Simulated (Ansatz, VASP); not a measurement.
## SiO2 in VASP and in Ansatz

```
Si O
1.0
     4.49709    0.00000    0.00000
     0.00000    4.49709    0.00000
     0.00000    0.00000    2.49004
Si O
2 4
Direct
  0.50000 0.50000 0.50000
  0.00000 0.00000 0.00000
  0.69443 0.69443 0.00000
  0.19443 0.80557 0.50000
  0.30557 0.30557 0.00000
  0.80557 0.19443 0.50000
```

Alike in both runs: task single point; functional LDA; k mesh 6 × 6 × 10; occupations gaussian, width 0.05 eV; no spin polarisation.

|  | VASP | Ansatz |
| --- | --- | --- |
| version | VASP 6.6.1 | Ansatz 0.2.0 |
| potentials or method | VASP PAW LDA potentials, release 64 (Si, O_h), cutoff 910 eV | scalar-relativistic, plane waves, PAW |
| valence electrons in the cell | 32 | 32 |

Ansatz gave:

| Item | Value |
| --- | --- |
| gap on the k mesh at the Fermi level (eV) | 4.43 |
| least direct gap on the mesh (eV) | 4.43 |
| rms of the force components (eV/Å) | 0.895 |

Problem. Which values does VASP return?

Solution. gap on the k mesh at the Fermi level (eV): 4.43; least direct gap on the mesh (eV): 4.43; rms of the force components (eV/Å): 0.873.

Ansatz warns that its potentials were made for another functional, while VASP's fit it. LDA's correlation is that of Perdew and Zunger in VASP and of Perdew and Wang (1992) in Ansatz. Atom by atom the forces differ by 0.022 eV/Å (rms over components).

Noted on VASP's run: the cutoff is short for stress, so the pressure is rough.
